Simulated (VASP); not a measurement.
Write the native input for VASP 6.6.1 that does the following.

* Task: relaxation of cell and atoms
* Functional: PBE
* Potentials or basis: VASP PAW PBE potentials, release 64 (Ga_d, P)
* Cutoff: 600 eV
* k mesh: 8 × 8 × 8
* Occupations: fermi-dirac, width 0.02 eV
* Spin: no spin polarisation
* Dipole correction: no
* Further INCAR settings: ALGO = Normal; EDIFF = 1e-07; IBRION = 2; EDIFFG = -0.005; NSW = 80; ISIF = 3

The structure of GaP lies in POSCAR:

```
GaP
1.0
    0.0000000000      2.6047734745      2.6047734745
    2.6047734745      0.0000000000      2.6047734745
    2.6047734745      2.6047734745      0.0000000000
Ga P
1 1
Direct
    0.0000000000      0.0000000000      0.0000000000
    0.2500000000      0.2500000000      0.2500000000
```

One way to write it, as run:

INCAR

```
SYSTEM = GaP
ALGO     = Normal         ! electronic algorithm
EDIFF    = 1E-7           ! SCF threshold, eV
EDIFFG   = -0.005         ! ionic threshold
ENCUT    = 600            ! plane-wave cutoff, eV
GGA      = PE             ! functional
IBRION   = 2              ! ionic algorithm
ISIF     = 3              ! what is computed and relaxed
ISMEAR   = -1             ! smearing method
LASPH    = .True.         ! aspherical terms in the spheres
LCHARG   = .False.        ! write CHGCAR
LREAL    = .False.        ! projectors in reciprocal space
LWAVE    = .False.        ! write WAVECAR
NELM     = 100            ! most SCF steps
NSW      = 80             ! ionic steps
PREC     = Accurate       ! precision mode
SIGMA    = 0.02           ! smearing width, eV
```

KPOINTS

```
k-points
0
Gamma
  8 8 8
  0 0 0
```

Potentials or basis: VASP PAW PBE potentials, release 64 (Ga_d, P).

Launch:

```sh
$ cat potpaw_PBE.64/Ga_d/POTCAR potpaw_PBE.64/P/POTCAR > POTCAR
$ mpirun -np 1 vasp_std > vasp.out
```

Results of the run:

```yaml
Relaxed_volume: 20.87 Å³/atom
Relaxed_cell: a = 3.894 Å, b = 3.894 Å, c = 3.894 Å, α = 60.00°, β = 60.00°, γ = 60.00°
Space_group_after_relaxing_to_0.05_Å: F-43m (No. 216)
Energy_gained_by_relaxing: 156.8 meV/atom
Ionic_steps: 3
Pressure_after_relaxing: 0.0 GPa
Band_gap_on_the_k_mesh: 1.57 eV, direct
```

Caveat: the volume moved by over 15 % at a fixed basis, so the end points are rough.

Run time: 25 s on 1 thread of AMD EPYC 9R45 96-Core Processor (Zen 5), with other jobs on the host, peak memory 0.15 GiB.
